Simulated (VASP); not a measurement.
# Br (Fd-3m) in VASP: a series of runs, part 2 of 2

VASP 6.6.1. The steps go on from the part before.

### 3 Single point, PBE

This run uses another cell than the first one, of 42.73 Å³/atom.

The input, INCAR:

```
  PREC = Accurate
  ENCUT = 520
  EDIFF = 1E-7
  ISMEAR = -1
  SIGMA = 0.02
  LREAL = False
  LASPH = True
  NELM = 80
  ALGO = Normal
  ISIF = 2
  LWAVE = False
  LCHARG = False
  GGA = PE
  NBANDS = 14
```

The input, KPOINTS:

```
regular mesh
0
Gamma
  10 10 10
```

The input, POSCAR:

```
Br
1.0
    0.0000000000      3.4959764364      3.4959764364
    3.4959764364      0.0000000000      3.4959764364
    3.4959764364      3.4959764364      0.0000000000
Br
2
Direct
    0.0000000000      0.0000000000      0.0000000000
    0.2500000000      0.2500000000      0.2500000000
```

Potentials or basis: VASP PAW PBE potentials, release 64 (Br).

Started as:

```sh
$ cat potpaw_PBE.64/Br/POTCAR > POTCAR
$ mpirun -np 1 vasp_std > vasp.out
```

OUTCAR:

```text
PREC = Accurate
   ENCUT = 520
   EDIFF = 1E-7
   ISMEAR = -1
   LREAL = False
   LASPH = True
   NELM = 80
   ISIF = 2
   GGA = PE

 ion  position               nearest neighbor table
   1  0.000  0.000  0.000-
   2  0.250  0.250  0.250-

  LATTYP: Found a face centered cubic cell.
 ALAT       =     6.9919528728

  Lattice vectors:

 A1 = (   0.0000000000,   3.4959764364,   3.4959764364)
 A2 = (   3.4959764364,   0.0000000000,   3.4959764364)
 A3 = (   3.4959764364,   3.4959764364,   0.0000000000)

Analysis of symmetry for initial positions (statically):
=====================================================================
 Subroutine PRICEL returns:
 Original cell was already a primitive cell.

 Routine SETGRP: Setting up the symmetry group for a
 face centered cubic supercell.

 Subroutine GETGRP returns: Found 48 space group operations
 (whereof 24 operations were pure point group operations)
 out of a pool of 48 trial point group operations.

The static configuration has the point symmetry T_d .
 The point group associated with its full space group is O_h .

Analysis of symmetry for dynamics (positions and initial velocities):
=====================================================================
 Subroutine PRICEL returns:
 Original cell was already a primitive cell.

 Routine SETGRP: Setting up the symmetry group for a
 face centered cubic supercell.

 Subroutine GETGRP returns: Found 48 space group operations
 (whereof 24 operations were pure point group operations)
 out of a pool of 48 trial point group operations.

The dynamic configuration has the point symmetry T_d .
 The point group associated with its full space group is O_h .

 Subroutine INISYM returns: Found 48 space group operations
 (whereof 24 operations are pure point group operations),
 and found     1 'primitive' translations

----------------------------------------------------------------------------------------

                                     Primitive cell

[... 114 lines left out ...]
   LORBIT       =      0    0 simple, 1 ext, 2 COOP (PROOUT), +10 PAW based schemes
   GGA     = PE    functional components
   LHFCALC =     F    Hartree Fock is set to
   AEXX    =    0.0000 exact exchange contribution
   IVDW    =     0    specifies the selected vdW correction
   LEPSILON=     F    determine dielectric tensor
   LRPA    =     F    only Hartree local field effects (RPA)
 non-spin polarized calculation
  energy-cutoff  :      520.00
  volume of cell :       85.45
 maximum number of plane-waves:      2332
 NGX is ok and might be reduce to    40
   NGX = 19   NGY = 19   NGZ = 19

 number of electron      13.9999997 magnetization

 Free energy of the ion-electron system (eV)
  ---------------------------------------------------
  ext. energy  EPLUGINS =         0.00000000
  ---------------------------------------------------
  free energy    TOTEN  =        -2.00824177 eV

  energy without entropy =       -2.00146158  energy(sigma->0) =       -2.00485167

 E-fermi :  -1.2759     XC(G=0):  -6.8000

 val. band max:       -1.2949975997   @ k =   0.5000   0.1000   0.0000
 cond. band min:      -1.2743550917   @ k =   0.4000   0.2000   0.0000
 fundamental gap:      0.0206425080
 Fermi energy:        -1.2758820694

 k-point     1 :       0.0000    0.0000    0.0000
  band No.  band energies     occupation
      1     -16.3222      2.00000
      2     -14.3365      2.00000
      3      -3.9690      2.00000
      4      -3.9690      2.00000
      5      -3.9690      2.00000
      6      -2.1438      2.00000
      7      -2.1438      2.00000
      8      -2.1438      2.00000
      9       3.9470      0.00000
     10       7.8306      0.00000
     11       7.8306      0.00000
     12       9.2277      0.00000
     13       9.2277      0.00000
     14       9.2277      0.00000
[... 377 lines left out ...]
      1     -15.8325      2.00000
      2     -14.9655      2.00000
      3      -4.6775      2.00000
      4      -4.6190      2.00000
      5      -3.4411      2.00000
      6      -2.7187      2.00000
      7      -1.1769      0.01408
      8      -1.1477      0.00329
      9       5.7821      0.00000
     10       6.0605      0.00000
     11       8.8607      0.00000
     12       8.9246      0.00000
     13       9.8040      0.00000
     14      10.0425      0.00000

 [... further k-points ...]
[... 5 lines left out ...]
  --------------------------------------------------------------------------------------
  -------------------------------------------------------------------------------------
  Total        0.0163476      0.0163476      0.0163476     -0.0000000      0.0000000      0.0000000
  in kB        0.3064993      0.3064993      0.3064993     -0.0000000      0.0000000      0.0000000
  external PRESSURE =       0.3064993 kB  Pullay stress =       0.0000000 kB

 VOLUME and BASIS-vectors are now :
 -----------------------------------------------------------------------------
  energy-cutoff  :      520.00
  volume of cell :       85.45
      direct lattice vectors                 reciprocal lattice vectors
     0.000000000  3.495976436  3.495976436    -0.143021559  0.143021559  0.143021559
     3.495976436  0.000000000  3.495976436     0.143021559 -0.143021559  0.143021559
     3.495976436  3.495976436  0.000000000     0.143021559  0.143021559 -0.143021559

 POSITION                                       TOTAL-FORCE (eV/Angst)
 -----------------------------------------------------------------------------------
      0.00000      0.00000      0.00000         0.000000      0.000000      0.000000
      1.74799      1.74799      1.74799        -0.000000     -0.000000     -0.000000
 -----------------------------------------------------------------------------------
    total drift:                               -0.000000      0.000000      0.000000

  FREE ENERGIE OF THE ION-ELECTRON SYSTEM (eV)
  ---------------------------------------------------
  free  energy   TOTEN  =        -2.0082417668 eV

  energy  without entropy=       -2.0014615765  energy(sigma->0) =       -2.00485167
```

OSZICAR:

```text
N       E                     dE             d eps       ncg     rms          rms(c)
DAV:   1     0.744873514056E+02    0.74487E+02   -0.52535E+03  1316   0.794E+02
DAV:   2     0.359279954898E+01   -0.70895E+02   -0.67256E+02  2044   0.142E+02
DAV:   3    -0.195231295184E+01   -0.55451E+01   -0.54631E+01  1694   0.418E+01
DAV:   4    -0.200605938075E+01   -0.53746E-01   -0.53721E-01  1652   0.512E+00
DAV:   5    -0.200663556976E+01   -0.57619E-03   -0.57615E-03  1748   0.508E-01    0.567E+00
DAV:   6    -0.200740917827E+01   -0.77361E-03   -0.94351E-04  1658   0.212E-01    0.344E+00
DAV:   7    -0.200824256179E+01   -0.83338E-03   -0.13979E-03  1718   0.275E-01    0.465E-02
DAV:   8    -0.200823700739E+01    0.55544E-05   -0.51611E-05  1616   0.381E-02    0.124E-02
DAV:   9    -0.200824102134E+01   -0.40139E-05   -0.65082E-06  1700   0.151E-02    0.472E-03
DAV:  10    -0.200824173792E+01   -0.71658E-06   -0.13908E-06  1604   0.996E-03    0.498E-03
DAV:  11    -0.200824176683E+01   -0.28908E-07   -0.14114E-07  1386   0.203E-03
   1 F= -.20082418E+01 E0= -.20048517E+01  d E =-.678019E-02
```

stdout:

```text
POSCAR found type information on POSCAR Br
 POSCAR found :  1 types and       2 ions
 scaLAPACK will be used
 LDA part: xc-table for (Slater+PW92), standard interpolation
 POSCAR, INCAR and KPOINTS ok, starting setup
 FFT: planning ... GRIDC
 FFT: planning ... GRID_SOFT
 FFT: planning ... GRID
 WAVECAR not read
 entering main loop
```

Wall time 56 s (1 thread of Intel Xeon Platinum 8259CL at 2.50GHz (Skylake/Cascade Lake), shared host); peak memory 0.25 GiB.

Results:

- Free energy: -2.0082 eV
- Pressure: 0.0 GPa
- Band gap on the k mesh: zero (bands 7 and 8 overlap by 1.21 eV)

### 4 Single point, PBE

This run uses another cell than the first one, of 43.15 Å³/atom.

The input, INCAR:

```
PREC = Accurate
ENCUT = 520
EDIFF = 1E-6
ISMEAR = -1
SIGMA = 0.02
LREAL = F
LASPH = T
NELM = 60
ALGO = Normal
ISIF = 2
LWAVE = F
LCHARG = T
GGA = PE
LELF = T
LVHAR = T
NBANDS = 14
```

The input, KPOINTS:

```
Automatic mesh
0
Gamma
  10 10 10
```

The input, POSCAR:

```
Br
1.0
    0.0000000000      3.5075910614      3.5075910614
    3.5075910614      0.0000000000      3.5075910614
    3.5075910614      3.5075910614      0.0000000000
Br
2
Direct
    0.0000000000      0.0000000000      0.0000000000
    0.2500000000      0.2500000000      0.2500000000
```

Started as:

```sh
$ cat potpaw_PBE.64/Br/POTCAR > POTCAR
$ mpirun -np 1 vasp_std > vasp.out
```

Wall time 50 s (1 thread of Intel Xeon Platinum 8259CL at 2.50GHz (Skylake/Cascade Lake), shared host); peak memory 0.24 GiB.

The run converged. Its results:

```yaml
Free_energy: -2.0080 eV
Pressure: -0.1 GPa
Band_gap_on_the_k_mesh: zero (bands 7 and 8 overlap by 1.19 eV)
```

Levels at points of the mesh, in eV from the Fermi level:
```tsv
k point	band 3	band 4	band 5	band 6	band 7	band 8	band 9	band 10	band 11	band 12
(0.00, 0.00, 0.00)	-2.65	-2.65	-2.65	-0.85	-0.85	-0.85	5.24	9.13	9.13	10.51
(0.50, 0.00, 0.00)	-3.11	-3.03	-3.03	-0.32	-0.32	-0.19	7.63	7.82	8.91	8.91
(0.50, 0.50, 0.00)	-3.43	-3.43	-1.81	-1.81	0.34	0.34	7.16	7.16	10.63	10.63
```

### 5 Summary

```csv
cell,gap on the mesh (eV),pressure (GPa)
"a = 4.928 Å, angles 60.0°, 2 atoms",none,0.2
"a = 4.944 Å, angles 60.0°, 2 atoms",none,0.0
"a = 4.960 Å, angles 60.0°, 2 atoms",none,-0.1
```

Alike in all rows: task single point; level PBE; potentials or basis VASP PAW PBE potentials, release 64 (Br); no spin polarisation; k mesh 10 × 10 × 10; cutoff (eV) 520; smearing fermi-dirac 0.02 eV.

Total energies depend on the potentials used, so only differences within one code and one set of settings carry meaning.

The gap in the log of VASP goes by the Fermi energy; the results here count the filled bands.